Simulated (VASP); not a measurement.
A run of VASP 6.6.1 is set up as follows.

File INCAR:

```
PREC     = Accurate       # precision mode
ENCUT    = 520            # plane-wave cutoff, eV
EDIFF    = 1E-6           # SCF threshold, eV
ISMEAR   = -1             # smearing method
SIGMA    = 0.02           # smearing width, eV
LREAL    = False          # projectors in reciprocal space
LASPH    = True           # aspherical terms in the spheres
NELM     = 80             # most SCF steps
ALGO     = Normal         # electronic algorithm
ISIF     = 2              # what is computed and relaxed
LWAVE    = False          # write WAVECAR
LCHARG   = False          # write CHGCAR
GGA      = PE             # functional
NBANDS   = 16             # bands
```

KPOINTS

```
Automatic mesh
0
Gamma
  12 12 6
```

The input POSCAR:

```
SiC
1.0
    3.0753562392      0.0000000000      0.0000000000
   -1.5376781196      2.6633366288      0.0000000000
    0.0000000000      0.0000000000      5.0481080910
Si C
2 2
Direct
    0.3333333333      0.6666666667     -0.0004083989
    0.6666666667      0.3333333333      0.4995916011
    0.3333333333      0.6666666667      0.3754083989
    0.6666666667      0.3333333333      0.8754083989
```

Potentials or basis: VASP PAW PBE potentials, release 64 (Si, C).

Launch:

```console
$ cat potpaw_PBE.64/Si/POTCAR potpaw_PBE.64/C/POTCAR > POTCAR
$ mpirun -np 1 vasp_std > vasp.out
```

Question: What does it give for the band gap on the k mesh?

Answer: 2.27 eV, indirect (least direct gap 3.97 eV).

Question: Predict the pressure.

Answer: 3.5 GPa.

Stress tensor (GPa, compression positive):
```
3.51 0.00 0.00
0.00 3.51 0.00
0.00 0.00 3.33
```

A k mesh can miss the band edges.
